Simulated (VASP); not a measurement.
Input of a VASP 6.6.1 run:

Contents of INCAR:

```
ALGO     = Normal         # electronic algorithm
EDIFF    = 1E-6           # SCF threshold, eV
ENCUT    = 520            # plane-wave cutoff, eV
GGA      = PE             # functional
ISIF     = 2              # what is computed and relaxed
ISMEAR   = -1             # smearing method
ISPIN    = 2              # spin polarisation
LASPH    = T              # aspherical terms in the spheres
LCHARG   = T              # write CHGCAR
LELF     = T              # ELF
LMAXMIX  = 4              # l up to which the mixer works
LORBIT   = 11             # projections on sites
LREAL    = F              # projectors in reciprocal space
LVHAR    = T            
LWAVE    = F              # write WAVECAR
MAGMOM   = 1              # initial moments
NBANDS   = 15             # bands
NELM     = 150            # most SCF steps
PREC     = Accurate       # precision mode
SIGMA    = 0.01           # smearing width, eV
```

Contents of KPOINTS:

```
k-points
0
Gamma
  18 18 17
```

File POSCAR:

```
Ni
1.0
    2.4129102046      0.0000000000      0.0000000000
   -1.2064551023      2.0896415342      0.0000000000
    0.0000000000      0.0000000000      2.3515256274
Ni
1
Direct
    0.0000000000      0.0000000000      0.0000000000
```

Potentials or basis: VASP PAW PBE potentials, release 64 (Ni).

Run with:

```sh
$ cat potpaw_PBE.64/Ni/POTCAR > POTCAR
$ mpirun -np 1 vasp_std > vasp.out
```

Task: Estimate the pressure.

Result: -0.4 GPa.

Task: Estimate the net moment.

Result: 0.56 μB per cell.

Task: Predict the site moments.

Result: Ni +0.57 μB.

Stress tensor (GPa, compression positive):
```
-0.24  0.00  0.00
 0.00 -0.24  0.00
 0.00  0.00 -0.80
```
